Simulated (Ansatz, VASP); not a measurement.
MgS: VASP beside Ansatz

POSCAR

```
MgS
1.0
    0.0000000000      2.7057160000      2.6016500000
    2.7057160000      0.0000000000      2.6016500000
    2.7057160000      2.7057160000      0.0000000000
Mg S
1 1
Direct
    0.0000000000      0.0000000000      0.0000000000
    0.5000000000      0.5000000000      0.5000000000
```

The input INCAR.step1:

```
SYSTEM = MgS
PREC = Accurate
ENCUT = 520
ISMEAR = 0
SIGMA = 0.05
LREAL = .FALSE.
LASPH = .TRUE.
NELM = 60
NBANDS = 11
GGA = PE
ALGO = Normal
EDIFF = 1E-4
LWAVE = .TRUE.
LCHARG = .FALSE.
```

INCAR.step2

```
SYSTEM = MgS
PREC = Accurate
ENCUT = 520
EDIFF = 1E-7
ISMEAR = 0
SIGMA = 0.05
LREAL = .FALSE.
LASPH = .TRUE.
NELM = 60
ALGO = Normal
ISIF = 2
LWAVE = .FALSE.
LCHARG = .FALSE.
METAGGA = R2SCAN
LMIXTAU = .TRUE.
NBANDS = 11
ISTART = 1
```

The input KPOINTS:

```
regular mesh
0
G
  8 8 8
  0 0 0
```

Input for Ansatz:

```yaml
crystal:
  lattice:
    - [0.0, 2.705716, 2.60165]
    - [2.705716, 0.0, 2.60165]
    - [2.705716, 2.705716, 0.0]
  atoms:
    - { symbol: Mg, position: [0.0, 0.0, 0.0] }
    - { symbol: S, position: [0.5, 0.5, 0.5] }
basis:
  ecutwfc: 500
kpoints:
  mp_grid: { grid: [8, 8, 8] }
hamiltonian:
  xc: r2scan
scf:
  occupations: { method: gaussian, width: 0.05 }
output:
  forces: true
  stress: true
  eigenvalues: true
```

Change from the starting cell: strain +0.040 along x and y, +0.000 along z, atoms carried along.

Alike in both runs: task single point; functional r2SCAN; k mesh 8 × 8 × 8; occupations gaussian, width 0.05 eV; no spin polarisation.

|  | VASP | Ansatz |
| --- | --- | --- |
| version | VASP 6.6.1 | Ansatz 0.2.0 |
| potentials or method | VASP PAW PBE potentials, release 64 (Mg, S), cutoff 520 eV | scalar-relativistic, plane waves, PAW |
| valence electrons in the cell | 8 | 16 |

|  | VASP | Ansatz | Ansatz less VASP |
| --- | --- | --- | --- |
| gap on the k mesh at the Fermi level (eV) | 3.10 | 3.13 | +0.033 |
| least direct gap on the mesh (eV) | 3.93 | 3.96 | +0.027 |
| pressure (GPa) | -5.5 | -5.1 | +0.41 |
| traceless stress, the component that is largest in VASP (GPa) | 1.80 | 1.85 | +0.052 |

VASP's potentials were made for PBE, not for r2SCAN. VASP's potentials hold 8 valence electrons a cell and Ansatz's 16, so a difference there can come from the potentials and not from the codes.
